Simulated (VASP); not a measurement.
Input of a VASP 6.6.1 run:

Contents of INCAR:

```
ALGO = Normal
EDIFF = 1E-6
ENCUT = 520
GGA = PE
ISIF = 2
ISMEAR = 0
LASPH = True
LCHARG = False
LREAL = False
LWAVE = False
NBANDS = 26
NELM = 100
PREC = Accurate
SIGMA = 0.05
```

Contents of KPOINTS:

```
k-points
0
Gamma
  12 12 6
```

The input POSCAR:

```
GaN
1.0
    3.1799996605      0.0000000000      0.0000000000
   -1.5899998303      2.7539604900      0.0000000000
    0.0000000000      0.0000000000      5.1660000000
Ga N
2 2
Direct
    0.3333333333      0.6666666667      0.0000000000
    0.6666666667      0.3333333333      0.5000000000
    0.3018867891      0.6666666667      0.3750000000
    0.6666666667      0.3333333333      0.8750000000
```

Potentials or basis: VASP PAW PBE potentials, release 64 (Ga_d, N).

The run is started by

```console
$ cat potpaw_PBE.64/Ga_d/POTCAR potpaw_PBE.64/N/POTCAR > POTCAR
$ mpirun -np 1 vasp_std > vasp.out
```

(1) Estimate the band gap on the k mesh.

(2) What does it give for the pressure?

(3) Estimate the largest force.

## Answers

(1) 1.91 eV.

(2) 7.9 GPa.

(3) 1.377 eV/Å.

Caveat: the cell differs from its parent crystal (atom 3 (N) moved by (-0.100, +0.000) A along x and z); the cell stands under pressure; forces of over 1 eV/Å act on the atoms, so gaps and moduli don't describe the material at rest.
